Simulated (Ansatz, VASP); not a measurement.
# SnTe: VASP beside Ansatz

The input INCAR:

```
SYSTEM = SnTe
PREC = Accurate ; ENCUT = 520
EDIFF = 1E-7 ; ISMEAR = -1
SIGMA = 0.08 ; LREAL = .False.
LASPH = .True. ; NELM = 60
ALGO = Normal ; ISIF = 2
LWAVE = .False. ; LCHARG = .False.
GGA = PE ; NBANDS = 17
```

File KPOINTS:

```
regular mesh
0
Gamma
  11 11 11
  0 0 0
```

Contents of POSCAR:

```
SnTe
1.0
    0.0000000000      3.1980376582      3.1980376582
    3.1980376582      0.0000000000      3.1980376582
    3.1980376582      3.1980376582      0.0000000000
Sn Te
1 1
Direct
    0.0000000000      0.0000000000      0.0000000000
    0.5000000000      0.5000000000      0.5000000000
```

Input for Ansatz:

```yaml
crystal:
  lattice:
    - [0.0, 3.1980376582, 3.1980376582]
    - [3.1980376582, 0.0, 3.1980376582]
    - [3.1980376582, 3.1980376582, 0.0]
  atoms:
    - { symbol: Sn, position: [0.0, 0.0, 0.0] }
    - { symbol: Te, position: [0.5, 0.5, 0.5] }
kpoints:
  mp_grid: { grid: [11, 11, 11] }
  band_path:
    path:
      - [0.0, 0.0, 0.0]
      - [0.5, 0.0, 0.5]
      - [0.625, 0.25, 0.625]
      - [0.375, 0.375, 0.75]
      - [0.0, 0.0, 0.0]
      - [0.5, 0.5, 0.5]
      - [0.5, 0.25, 0.75]
      - [0.5, 0.0, 0.5]
    npoints: 5
scf:
  occupations: { method: fermi_dirac, width: 0.08 }
hamiltonian:
  xc: pbe
  pseudopotentials: { kind: all_electron, lapw: { basis_error: 0.00025 } }
output:
  forces: true
  stress: true
  eigenvalues: true
```

Change from the starting cell: volume scaled by 1.04.

Alike in both runs: task single point; functional PBE; k mesh 11 × 11 × 11; occupations fermi-dirac, width 0.08 eV; no spin polarisation.

|  | VASP | Ansatz |
| --- | --- | --- |
| version | VASP 6.6.1 | Ansatz 0.2.0 |
| potentials or method | VASP PAW PBE potentials, release 64 (Sn_d, Te), cutoff 520 eV | all-electron LAPW, scalar-relativistic |

VASP gave:

```
pressure (GPa) : 0.2
```

**Question.** What did Ansatz give for the same quantities?

**Answer.** Pressure (GPa): 0.3.

Ansatz ran all-electron here, and VASP with PAW potentials.

Spin-orbit coupling is off throughout.
